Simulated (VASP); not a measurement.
A run of VASP 6.6.1:

Contents of INCAR:

```
ALGO = Normal ; EDIFF = 1E-7
ENCUT = 520 ; GGA = PE
ISIF = 2 ; ISMEAR = 0
LASPH = T ; LCHARG = F
LREAL = F ; LWAVE = F
NBANDS = 24 ; NELM = 80
PREC = Accurate ; SIGMA = 0.1
```

Contents of KPOINTS:

```
k-points
0
Gamma
  4 4 4
```

The input POSCAR:

```
YAlSe3
1.0
    4.7691421600      0.0000000000      0.0000000000
    0.0000000000      4.7691421600      0.0000000000
    0.0000000000      0.0000000000      4.7691421600
Y Al Se
1 1 3
Direct
    0.5000000000      0.5000000000      0.5000000000
    0.0000000000      0.0000000000      0.0000000000
    0.5000000000      0.0000000000      0.5000000000
    0.0000000000      0.5000000000      0.5000000000
    0.5000000000      0.5000000000      0.0000000000
```

Potentials or basis: VASP PAW PBE potentials, release 64 (Y_sv, Al, Se).

Launch:

```bash
$ cat potpaw_PBE.64/Y_sv/POTCAR potpaw_PBE.64/Al/POTCAR potpaw_PBE.64/Se/POTCAR > POTCAR
$ mpirun -np 1 vasp_std > vasp.out
```

Hardware: 1 thread of AMD EPYC 7R13 Processor (Zen 3), with other jobs on the host.

Task: Estimate the wall time of this run.

Result: Wall time 22 s on 1 thread of AMD EPYC 7R13 Processor (Zen 3), on a shared host, peak memory 0.2 GiB. Counts: scf iterations 15, k points 10.
